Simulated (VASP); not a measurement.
# Cu (Cmcm) in VASP: single point with PBEsol

Aim: the single point of Cu with PBEsol.

Program: VASP 6.6.1. These are calculated values, not measurements. Logs are shortened: lines on timing, memory, paths and dates and some standing lists are left out, and cuts for length are marked.

### 1 The cell of the first run

The structure is orthorhombic, space group Cmcm (No. 63). The conventional cell has a = 2.286 Å, b = 7.453 Å, c = 2.787 Å, α = 90.00°, β = 90.00°, γ = 90.00°. Cu (site symmetry m2m) has 10 Cu at 2.29 to 2.79 Å within 3.0 Å.

### 2 Single point, PBEsol

INCAR

```
SYSTEM = Cu
ALGO = Fast ; EDIFF = 1E-6
ENCUT = 520 ; GGA = PS
ISIF = 2 ; ISMEAR = 0
LASPH = .True. ; LCHARG = .False.
LREAL = .False. ; LWAVE = .False.
NBANDS = 18 ; NELM = 60
PREC = Accurate ; SIGMA = 0.15
```

KPOINTS

```
k-points
0
Gamma
  28 28 26
  0 0 0
```

POSCAR

```
Cu
1.0
    1.1431682583     -3.7263575188      0.0000000000
    1.1431682583      3.7263575188      0.0000000000
    0.0000000000      0.0000000000      2.7866392406
Cu
2
Direct
    0.1338530444      0.8661469556      0.2500000000
    0.8661469556      0.1338530444      0.7500000000
```

Potentials or basis: VASP PAW PBE potentials, release 64 (Cu).

Run with:

```console
cat potpaw_PBE.64/Cu/POTCAR > POTCAR
mpirun -np 1 vasp_std > vasp.out
```

OUTCAR:

```text
SYSTEM = Cu
   EDIFF = 1E-6
   ENCUT = 520
   GGA = PS
   ISIF = 2
   ISMEAR = 0
   LASPH = .True.
   LREAL = .False.
   NELM = 60
   PREC = Accurate

 ion  position               nearest neighbor table
   1  0.134  0.866  0.250-   2 2.43   2 2.43   2 2.50   2 2.50   2 2.50   2 2.50
   2  0.866  0.134  0.750-   1 2.43   1 2.43   1 2.50   1 2.50   1 2.50   1 2.50

  LATTYP: Found a base centered orthorhombic cell.
 ALAT       =     2.2863365166
 B/A-ratio  =     3.2596754605
 C/A-ratio  =     1.2188228725

  Lattice vectors:

 A1 = (   1.1431682583,  -3.7263575188,   0.0000000000)
 A2 = (   1.1431682583,   3.7263575188,   0.0000000000)
 A3 = (   0.0000000000,   0.0000000000,   2.7866392406)

Analysis of symmetry for initial positions (statically):
=====================================================================
 Subroutine PRICEL returns:
 Original cell was already a primitive cell.

 Routine SETGRP: Setting up the symmetry group for a
 base centered orthorhombic supercell.

 Subroutine GETGRP returns: Found  8 space group operations
 (whereof  4 operations were pure point group operations)
 out of a pool of  8 trial point group operations.

The static configuration has the point symmetry C_2h.
 The point group associated with its full space group is D_2h.

Analysis of symmetry for dynamics (positions and initial velocities):
=====================================================================
 Subroutine PRICEL returns:
 Original cell was already a primitive cell.

 Routine SETGRP: Setting up the symmetry group for a
 base centered orthorhombic supercell.

 Subroutine GETGRP returns: Found  8 space group operations
 (whereof  4 operations were pure point group operations)
 out of a pool of  8 trial point group operations.

The dynamic configuration has the point symmetry C_2h.
 The point group associated with its full space group is D_2h.

 Subroutine INISYM returns: Found  8 space group operations
 (whereof  4 operations are pure point group operations),
 and found     1 'primitive' translations

----------------------------------------------------------------------------------------

                                     Primitive cell

  volume of cell :      23.7414

  direct lattice vectors                    reciprocal lattice vectors
     1.143168258 -3.726357519  0.000000000     0.437380934 -0.134179288  0.000000000
     1.143168258  3.726357519  0.000000000     0.437380934  0.134179288  0.000000000
     0.000000000  0.000000000  2.786639241     0.000000000  0.000000000  0.358855206

  length of vectors
     3.897765260  3.897765260  2.786639241     0.457499904  0.457499904  0.358855206

  position of ions in fractional coordinates (direct lattice)
[... 83 lines left out ...]
   IBRION =     -1    ionic relax: 0-MD 1-quasi-New 2-CG
   NFREE  =      0    steps in history (QN), initial steepest desc. (CG)
   ISIF   =      2    stress and relaxation
   ISYM   =      2    0-nonsym 1-usesym 2-fastsym
   POTIM  = 0.5000    time-step for ionic-motion
   TEBEG  =    0.0;   TEEND  =   0.0 temperature during run
   PSTRESS=    0.0 pullay stress
   NELECT =      22.0000    total number of electrons
   NUPDOWN=      -1.0000    fix difference up-down
   EMIN   =  10.00;   EMAX   =-10.00  energy-range for DOS
   EFERMI =   0.00;   METHOD = LEGACY
   ISMEAR =     0;   SIGMA  =   0.15  broadening in eV -4-tet -1-fermi 0-gaus
   EFERMI_NEDOS =   21; number of points for ismear=-14 and -15
   IALGO  =     68    algorithm
   IMIX   =      4    mixing-type and parameters
     AMIX     =   0.40;   BMIX     =  1.00
     AMIX_MAG =   1.60;   BMIX_MAG =  1.00
  volume/ion in A,a.u.               =      11.87        80.11
  Fermi-wavevector in a.u.,A,eV,Ry     =   1.596053  3.016102 34.659270  2.547384
  Thomas-Fermi vector in A             =   2.693875
   LORBIT       =      0    0 simple, 1 ext, 2 COOP (PROOUT), +10 PAW based schemes
   GGA     = PS    functional components
   LHFCALC =     F    Hartree Fock is set to
   AEXX    =    0.0000 exact exchange contribution
   IVDW    =     0    specifies the selected vdW correction
   LEPSILON=     F    determine dielectric tensor
   LRPA    =     F    only Hartree local field effects (RPA)
 non-spin polarized calculation
 RMM-DIIS sequential band-by-band and
 Gauss-broadening in eV      SIGMA  =   0.15
  energy-cutoff  :      520.00
  volume of cell :       23.74
 maximum number of plane-waves:       664
 NGX is ok and might be reduce to    30
   NGX = 15   NGY = 15   NGZ = 11

 number of electron      22.0000025 magnetization

 Free energy of the ion-electron system (eV)
  ---------------------------------------------------
  ext. energy  EPLUGINS =         0.00000000
  ---------------------------------------------------
  free energy    TOTEN  =        -8.07150266 eV

  energy without entropy =       -8.06444998  energy(sigma->0) =       -8.06797632

 E-fermi :   7.3075     XC(G=0): -12.8324

 val. band max:        7.3070466165   @ k =  -0.3929   0.3214   0.3462
 cond. band min:       7.3076394816   @ k =   0.3214   0.2857   0.0385
 fundamental gap:      0.0005928650
 Fermi energy:         7.3075060713

 k-point     1 :       0.0000    0.0000    0.0000
  band No.  band energies     occupation
      1      -2.0001      2.00000
      2       2.4201      2.00000
      3       2.8499      2.00000
      4       3.3705      2.00000
      5       3.6364      2.00000
      6       5.1868      2.00000
[... 481 lines left out ...]
      5       4.0033      2.00000
      6       4.2821      2.00000
[... 10 lines left out ...]
     17      24.4645      0.00000
     18      29.7034      0.00000

 [... further k-points ...]

------------------------ aborting loop because EDIFF is reached ----------------------------------------

  FORCE on cell =-STRESS in cart. coord.  units (eV):
  Direction    XX          YY          ZZ          XY          YZ          ZX
  --------------------------------------------------------------------------------------
  -------------------------------------------------------------------------------------
  Total        3.4102192      0.2735944     -1.4395197      0.0000000      0.0000000      0.0000000
  in kB      230.1375352     18.4634273    -97.1455169      0.0000000      0.0000000      0.0000000
  external PRESSURE =      50.4851485 kB  Pullay stress =       0.0000000 kB

 VOLUME and BASIS-vectors are now :
 -----------------------------------------------------------------------------
  energy-cutoff  :      520.00
  volume of cell :       23.74
      direct lattice vectors                 reciprocal lattice vectors
     1.143168258 -3.726357519  0.000000000     0.437380934 -0.134179288  0.000000000
     1.143168258  3.726357519  0.000000000     0.437380934  0.134179288  0.000000000
     0.000000000  0.000000000  2.786639241     0.000000000  0.000000000  0.358855206

 POSITION                                       TOTAL-FORCE (eV/Angst)
 -----------------------------------------------------------------------------------
      1.14317      2.72879      0.69666         0.000000      0.045027     -0.000000
      1.14317     -2.72879      2.08998         0.000000     -0.045027      0.000000
 -----------------------------------------------------------------------------------
    total drift:                                0.000000      0.000000      0.000000

  FREE ENERGIE OF THE ION-ELECTRON SYSTEM (eV)
  ---------------------------------------------------
  free  energy   TOTEN  =        -8.0715026579 eV

  energy  without entropy=       -8.0644499814  energy(sigma->0) =       -8.06797632
```

OSZICAR:

```text
N       E                     dE             d eps       ncg     rms          rms(c)
DAV:   1     0.121661336279E+03    0.12166E+03   -0.10477E+04114250   0.217E+03
DAV:   2    -0.386792869403E+01   -0.12553E+03   -0.11903E+03106572   0.287E+02
DAV:   3    -0.100201570180E+02   -0.61522E+01   -0.59211E+01119620   0.862E+01
DAV:   4    -0.100857729438E+02   -0.65616E-01   -0.65570E-01125674   0.955E+00
DAV:   5    -0.100866595050E+02   -0.88656E-03   -0.88653E-03130030   0.969E-01    0.116E+01
RMM:   6    -0.884724868593E+01    0.12394E+01   -0.11813E+01123603   0.609E+01    0.647E+00
RMM:   7    -0.809189150325E+01    0.75536E+00   -0.21088E+00122533   0.269E+01    0.135E+00
RMM:   8    -0.807212721966E+01    0.19764E-01   -0.60598E-02128844   0.254E+00    0.170E-01
RMM:   9    -0.807142664646E+01    0.70057E-03   -0.10925E-02130390   0.169E+00    0.463E-02
RMM:  10    -0.807152895450E+01   -0.10231E-03   -0.22267E-03132426   0.628E-01    0.883E-02
RMM:  11    -0.807148792886E+01    0.41026E-04   -0.86228E-04134005   0.336E-01    0.357E-02
RMM:  12    -0.807149472338E+01   -0.67945E-05   -0.27186E-04138467   0.248E-01    0.488E-03
RMM:  13    -0.807150512812E+01   -0.10405E-04   -0.10592E-04145186   0.922E-02    0.162E-02
RMM:  14    -0.807150185295E+01    0.32752E-05   -0.18239E-05122420   0.621E-02    0.309E-03
RMM:  15    -0.807150265788E+01   -0.80493E-06   -0.87806E-06 93090   0.238E-02
   1 F= -.80715027E+01 E0= -.80679763E+01  d E =-.705268E-02
```

stdout:

```text
POSCAR found type information on POSCAR Cu
 POSCAR found :  1 types and       2 ions
 scaLAPACK will be used
 -----------------------------------------------------------------------------
|                                                                             |
|                                                                             |
|     You enforced a specific xc type in the INCAR file but a different       |
[... 37 lines left out ...]
WARNING in EDDRMM: call to ZHEGV failed, returncode =   6  3     16
WARNING in EDDRMM: call to ZHEGV failed, returncode =   6  3     15
WARNING in EDDRMM: call to ZHEGV failed, returncode =   6  3     17
WARNING in EDDRMM: call to ZHEGV failed, returncode =   6  3     18
WARNING in EDDRMM: call to ZHEGV failed, returncode =   6  3     18
WARNING in EDDRMM: call to ZHEGV failed, returncode =   6  3     17
WARNING in EDDRMM: call to ZHEGV failed, returncode =   6  3     15
```

Wall time 18 min (1 thread of AMD EPYC 9R45 (Zen 5), shared host); peak memory 1 GiB.

Results:

| Quantity | Value |
| --- | --- |
| Free energy | -8.0715 eV |
| Pressure | 5.0 GPa |
| Largest force | 0.045 eV/Å |
| Band gap on the k mesh | zero (bands 11 and 12 overlap by 5.59 eV) |

Forces in eV/Å, atoms in the order of the input:
```
Cu   0.000  0.045  0.000
Cu   0.000 -0.045  0.000
```

Caveat: the stress differs along the axes, from -10 to 23 GPa; the PAW data sets were made with another functional, which shifts forces and pressure a little.
